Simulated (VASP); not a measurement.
Here is a VASP 6.6.1 calculation.

The input INCAR:

```
SYSTEM = LiBe16
PREC = Accurate ; ENCUT = 520
EDIFF = 1E-7 ; ISMEAR = 0
SIGMA = 0.1 ; LREAL = Auto
LASPH = .True. ; NELM = 100
ALGO = Normal ; ISIF = 2
LWAVE = .False. ; LCHARG = .False.
GGA = PE ; IVDW = 12
NBANDS = 32
```

Contents of KPOINTS:

```
Automatic mesh
0
Gamma
  4 4 3
  0 0 0
```

The input POSCAR:

```
LiBe16
1.0
   -2.2900000000     -3.9663960000      0.0000000000
    3.4350000000     -1.9831980000      0.0000000000
    0.0000000000      0.0000000000      7.1768600000
Be Li
16 1
Direct
    0.7904058333      0.3058012688      0.0404710417
    0.4950859931      0.3582485951      0.2544799536
    0.7444197550      0.4981759065      0.5103000477
    0.4701212219      0.3179390388      0.7345206678
    0.4297128070      0.0713523517     -0.0032994931
    0.2460785788      0.8395318619      0.2425576088
    0.4962595258      0.0035267290      0.4805678249
    0.2533207671      0.8355416468      0.7274135207
    0.2083848551      0.4958053328      0.0175332945
    0.0055037353      0.3522033636      0.2744349200
    0.2428533171      0.5040498097      0.4992779572
   -0.0089058912      0.3800443986      0.7685040533
    0.0096010402     -0.0735410824     -0.0339353143
    0.7471904959      0.8662108401      0.2214067155
    0.0006935930     -0.0044721025      0.4795025958
    0.7605935483      0.9169345635      0.7072390990
    0.6085926110      0.6657508237      0.9270740965
```

Potentials or basis: VASP PAW PBE potentials, release 64 (Be, Li_sv).

Command:

```console
$ cat potpaw_PBE.64/Be/POTCAR potpaw_PBE.64/Li_sv/POTCAR > POTCAR
$ mpirun -np 1 vasp_std > vasp.out
```

(1) Predict the largest force.

(2) What does it give for the dispersion energy per atom?

Results:

(1) 0.428 eV/Å.

(2) -0.370 eV.

Caveat: the k points lie up to 0.40 Å⁻¹ apart.
